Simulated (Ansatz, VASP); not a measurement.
Ti in VASP and in Ansatz

```
CELL_PARAMETERS angstrom
4.56802 0.00000 0.00000
-2.28401 3.95602 0.00000
0.00000 0.00000 2.82456
ATOMIC_POSITIONS crystal
Ti 0.95283 0.94944 0.00000
Ti 0.33333 0.66667 0.50000
Ti 0.66667 0.33333 0.50000
```

Alike in both runs: task single point; functional r2SCAN; k mesh 12 × 12 × 16; occupations gaussian, width 0.15 eV; no spin polarisation.

|  | VASP | Ansatz |
| --- | --- | --- |
| version | VASP 6.6.1 | Ansatz 0.2.0 |
| potentials or method | VASP PAW PBE potentials, release 64 (Ti_sv), cutoff 520 eV | scalar-relativistic, plane waves, PAW |
| valence electrons in the cell | 36 | 36 |

Ansatz gave:

| Item | Value |
| --- | --- |
| gap on the k mesh at the Fermi level (eV) | none |
| pressure (GPa) | 1.3 |
| traceless stress, the component that is largest in VASP (GPa) | -1.17 |
| rms of the force components (eV/Å) | 0.402 |

**Question.** Which values does VASP return?

**Answer.** gap on the k mesh at the Fermi level (eV): none; pressure (GPa): 1.8; traceless stress, the component that is largest in VASP (GPa): -1.22; rms of the force components (eV/Å): 0.409.

VASP's potentials were made for PBE, not for r2SCAN. Atom by atom the forces differ by 0.007 eV/Å (rms over components). A gap of «none» marks a metal or a gap that the smearing closes.
